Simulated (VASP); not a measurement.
Wanted: the native input for a VASP 6.6.1 run.

* Task: single point
* Functional: r2SCAN
* Potentials or basis: VASP PAW PBE potentials, release 64 (In_d, Pt)
* Cutoff: 520 eV
* k mesh: 8 × 8 × 8
* Occupations: fermi-dirac, width 0.1 eV
* Spin: no spin polarisation
* Dipole correction: no
* Further INCAR settings: ALGO = Normal; EDIFF = 1e-06; NBANDS = 30

Crystal: InPt3 (Yixunite).

```
In Pt
1.0
     4.01559    0.00000    0.00000
     0.00000    4.01559    0.00000
     0.00000    0.00000    4.01559
In Pt
1 3
Direct
  0.00000 0.00000 0.00000
  0.50000 0.50000 0.00000
  0.00000 0.50000 0.50000
  0.50000 0.00000 0.50000
```

These files were run (other wordings do the same):

POSCAR

```
InPt3
1.0
    4.0155858200      0.0000000000      0.0000000000
    0.0000000000      4.0155858200      0.0000000000
    0.0000000000      0.0000000000      4.0155858200
In Pt
1 3
Direct
    0.0000000000      0.0000000000      0.0000000000
    0.5000000000      0.5000000000      0.0000000000
    0.0000000000      0.5000000000      0.5000000000
    0.5000000000      0.0000000000      0.5000000000
```

INCAR.step1

```
SYSTEM = InPt3
  PREC = Accurate
  ENCUT = 520
  ISMEAR = -1
  SIGMA = 0.1
  LREAL = .False.
  LASPH = .True.
  NELM = 60
  NBANDS = 30
  GGA = PE
  ALGO = Normal
  EDIFF = 1E-4
  LWAVE = .True.
  LCHARG = .False.
```

INCAR.step2

```
SYSTEM = InPt3
  PREC = Accurate
  ENCUT = 520
  EDIFF = 1E-6
  ISMEAR = -1
  SIGMA = 0.1
  LREAL = .False.
  LASPH = .True.
  NELM = 60
  ALGO = Normal
  ISIF = 2
  LWAVE = .False.
  LCHARG = .False.
  METAGGA = R2SCAN
  LMIXTAU = .True.
  NBANDS = 30
  ISTART = 1
```

KPOINTS

```
Automatic mesh
0
Gamma
  8 8 8
  0 0 0
```

Potentials or basis: VASP PAW PBE potentials, release 64 (In_d, Pt).

Command:

```sh
$ cat potpaw_PBE.64/In_d/POTCAR potpaw_PBE.64/Pt/POTCAR > POTCAR
$ cp INCAR.step1 INCAR
$ mpirun -np 1 vasp_std > vasp.out
$ cp INCAR.step2 INCAR
$ mpirun -np 1 vasp_std > vasp.out
```

It gave:

```yaml
Pressure: 0.7 GPa
```

Caveat: the PAW data sets were made with another functional, which shifts forces and pressure a little.

Run time: 92 s on 1 thread of Intel(R) Xeon(R) 6975P-C (Granite Rapids) (shared host), peak memory 0.2 GiB.
